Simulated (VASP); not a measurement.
CdS (Greenockite):

```
CELL_PARAMETERS angstrom
4.12215 0.00000 0.00000
-2.06107 3.56988 0.00000
0.00000 0.00000 6.69178
ATOMIC_POSITIONS crystal
Cd 0.66667 0.33333 0.50000
Cd 0.33333 0.66667 0.00000
S 0.66667 0.33333 0.87500
S 0.33333 0.66667 0.37500
```

Base run:

```yaml
Program: VASP 6.6.1
Functional: BLYP
Potentials_or_basis: VASP PAW PBE potentials, release 64 (Cd, S)
Cutoff: 520 eV
k_mesh: 7 × 7 × 4
Occupations: fermi-dirac, width 0.05 eV
Spin: no spin polarisation
```

Its results: band gap on the k mesh 1.22 eV, direct; pressure 7.2 GPa; largest force 0.072 eV/Å.

Q: After a change of settings the same cell gave: band gap on the k mesh 1.25 eV, direct; pressure 3.8 GPa; largest force 0.073 eV/Å. Which change was it?
A. functional from BLYP to PBE exchange alone; further incar settings from ALGO = Normal; EDIFF = 1e-06; NBANDS = 26 to ALGO = Normal; EDIFF = 1e-07; NBANDS = 26
B. functional from BLYP to PBEsol; further incar settings from ALGO = Normal; EDIFF = 1e-06; NBANDS = 26 to ALGO = Normal; EDIFF = 1e-07; NBANDS = 26
C. functional from BLYP to PBE
D. functional from BLYP to LDA; potentials or basis from VASP PAW PBE potentials, release 64 (Cd, S) to VASP PAW LDA potentials, release 64 (Cd, S)

A: C.

PBE binds more tightly than BLYP, so the same cell stands under less pressure.

Caveats: the PAW data sets were made with another functional, which shifts forces and pressure a little (some runs).
